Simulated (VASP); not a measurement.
A run of VASP 6.6.1:

Contents of POSCAR:

```
Rb2NaRhF6
1.0
    0.0000000000      4.2346352900      4.2346352900
    4.2346352900      0.0000000000      4.2346352900
    4.2346352900      4.2346352900      0.0000000000
Rb Na Rh F
2 1 1 6
Direct
    0.2500000000      0.2500000000      0.2500000000
    0.7500000000      0.7500000000      0.7500000000
    0.5000000000      0.5000000000      0.5000000000
    0.0000000000      0.0000000000      0.0000000000
    0.7652952000      0.2347048000      0.2347048000
    0.2347048000      0.7652952000      0.2347048000
    0.2347048000      0.7652952000      0.7652952000
    0.7652952000      0.2347048000      0.7652952000
    0.2347048000      0.2347048000      0.7652952000
    0.7652952000      0.7652952000      0.2347048000
```

The input INCAR.step1:

```
PREC = Accurate
ENCUT = 520
ISMEAR = -1
SIGMA = 0.02
LREAL = F
LASPH = T
NELM = 60
NBANDS = 52
GGA = PE
ALGO = Normal
EDIFF = 1E-4
LWAVE = T
LCHARG = F
```

The input INCAR.step2:

```
PREC = Accurate
ENCUT = 520
EDIFF = 1E-6
ISMEAR = -1
SIGMA = 0.02
LREAL = F
LASPH = T
NELM = 60
ALGO = Normal
ISIF = 2
LWAVE = F
LCHARG = F
METAGGA = R2SCAN
LMIXTAU = T
NBANDS = 52
ISTART = 1
```

KPOINTS

```
regular mesh
0
Gamma
  6 6 6
```

Potentials or basis: VASP PAW PBE potentials, release 64 (Rb_sv, Na_pv, Rh_pv, F).

Command:

```console
$ cat potpaw_PBE.64/Rb_sv/POTCAR potpaw_PBE.64/Na_pv/POTCAR potpaw_PBE.64/Rh_pv/POTCAR potpaw_PBE.64/F/POTCAR > POTCAR
$ cp INCAR.step1 INCAR
$ mpirun -np 1 vasp_std > vasp.out
$ cp INCAR.step2 INCAR
$ mpirun -np 1 vasp_std > vasp.out
```

Hardware: 1 thread of Intel(R) Xeon(R) 6975P-C (Granite Rapids), on a shared host.

Problem. Estimate the wall time of this run.

Solution. It took 4 min on 1 thread of Intel(R) Xeon(R) 6975P-C (Granite Rapids), on a shared host, peak memory 0.43 GiB. Counts: k points 16.
